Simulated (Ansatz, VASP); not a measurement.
**One calculation of BaTiO3, two programs**

```
Ba Ti O
1.0
     4.03364    0.00000    0.00000
     0.00000    4.03364    0.00000
     0.00000    0.00000    4.03364
Ba Ti O
1 1 3
Direct
  0.50000 0.50000 0.50000
  0.00000 0.00000 0.00000
  0.50000 0.00000 0.00000
  0.00000 0.50000 0.00000
  0.00000 0.00000 0.50000
```

Alike in both runs: task single point; functional r2SCAN; k mesh 6 × 6 × 6; no spin polarisation.

|  | VASP | Ansatz |
| --- | --- | --- |
| version | VASP 6.6.1 | Ansatz 0.2.0 |
| potentials or method | VASP PAW PBE potentials, release 64 (Ba_sv, Ti_sv, O) | plane waves, PAW |
| plane-wave cutoff (eV) | 520 | 500 |
| occupations | gaussian, width 0.01 eV | fixed |
| valence electrons in the cell | 40 | 40 |

|  | VASP | Ansatz | Ansatz less VASP |
| --- | --- | --- | --- |
| gap on the k mesh at the Fermi level (eV) | 2.08 | 2.10 | +0.019 |
| pressure (GPa) | -3.2 | -5.0 | -1.77 |

VASP's potentials were made for PBE, not for r2SCAN.

Neither program's run includes spin-orbit coupling.
